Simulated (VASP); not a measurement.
Wanted: the native input for a VASP 6.6.1 run.

```yaml
Task: single point
Functional: r2SCAN
Potentials_or_basis: VASP PAW PBE potentials, release 64 (Cd, Te)
Cutoff: 520 eV
k_mesh: 13 × 13 × 13
Occupations: fermi-dirac, width 0.08 eV
Spin: no spin polarisation
Dipole_correction: no
Further_INCAR_settings: ALGO = Normal; EDIFF = 1e-06; NBANDS = 16
```

Crystal: CdTe (rocksalt type).

```
Cd Te
1.0
     0.00000    2.76346    2.76346
     2.76346    0.00000    2.76346
     2.76346    2.76346    0.00000
Cd Te
1 1
Direct
  0.00000 0.00000 0.00000
  0.50000 0.50000 0.50000
```

This cell differs from its parent crystal: volume scaled by 0.75.

The input as run:

POSCAR

```
CdTe
1.0
    0.0000000000      2.7634646690      2.7634646690
    2.7634646690      0.0000000000      2.7634646690
    2.7634646690      2.7634646690      0.0000000000
Cd Te
1 1
Direct
    0.0000000000      0.0000000000      0.0000000000
    0.5000000000      0.5000000000      0.5000000000
```

INCAR.step1

```
PREC = Accurate ; ENCUT = 520
ISMEAR = -1 ; SIGMA = 0.08
LREAL = F ; LASPH = T
NELM = 60 ; NBANDS = 16
GGA = PE ; ALGO = Normal
EDIFF = 1E-4 ; LWAVE = T
LCHARG = F
```

INCAR.step2

```
PREC = Accurate ; ENCUT = 520
EDIFF = 1E-6 ; ISMEAR = -1
SIGMA = 0.08 ; LREAL = F
LASPH = T ; NELM = 60
ALGO = Normal ; ISIF = 2
LWAVE = F ; LCHARG = T
METAGGA = R2SCAN ; LMIXTAU = T
LELF = T ; LVHAR = T
NBANDS = 16 ; ISTART = 1
```

KPOINTS

```
Automatic mesh
0
Gamma
  13 13 13
```

Potentials or basis: VASP PAW PBE potentials, release 64 (Cd, Te).

Run with:

```console
$ cat potpaw_PBE.64/Cd/POTCAR potpaw_PBE.64/Te/POTCAR > POTCAR
$ cp INCAR.step1 INCAR
$ mpirun -np 1 vasp_std > vasp.out
$ cp INCAR.step2 INCAR
$ mpirun -np 1 vasp_std > vasp.out
```

Results of the run:

- Pressure: 31.2 GPa
- Band gap on the k mesh: zero (band 9 reaches 7.58 eV, above the bottom of band 10 at 6.22 eV)

Caveat: the PAW data sets were made with another functional, which shifts forces and pressure a little; spin-orbit coupling is left out, which moves the levels of the heavy elements.

It took 110 s on 1 thread of AMD EPYC 9R45 96-Core Processor (Zen 5), with other jobs on the host, peak memory 0.18 GiB.
